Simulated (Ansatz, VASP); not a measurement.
# Two plane-wave programs on Pt

```xyz
1
Lattice="0.0000 1.9624 1.9624 1.9624 0.0000 1.9624 1.9624 1.9624 0.0000" Properties=species:S:1:pos:R:3 pbc="T T T"
Pt    0.0000    0.0000    0.0000
```

Alike in both runs: functional r2SCAN; dispersion rVV10; k mesh 18 × 18 × 18; occupations gaussian, width 0.1 eV; no spin polarisation.

Ansatz relaxed the structure, and its values are those at the end. VASP's run is a single point on that final structure, the one shown.

```csv
,VASP,Ansatz
version,VASP 6.6.1,Ansatz 0.2.0
potentials or method,"VASP PAW PBE potentials, release 64 (Pt), cutoff 550 eV","scalar-relativistic, plane waves, PAW"
valence electrons in the cell,10,18
```

Ansatz gave:

| Quantity | Value |
| --- | --- |
| gap on the k mesh at the Fermi level (eV) | none |
| pressure (GPa) | 0.0 |

Problem. Estimate VASP's values.

Solution. gap on the k mesh at the Fermi level (eV): none; pressure (GPa): 2.1.

VASP's potentials were made for PBE, not for r2SCAN. A gap of «none» marks a metal or a gap that the smearing closes. VASP's potentials hold 10 valence electrons a cell and Ansatz's 18, so a difference there can come from the potentials and not from the codes.

Spin-orbit coupling is off throughout.
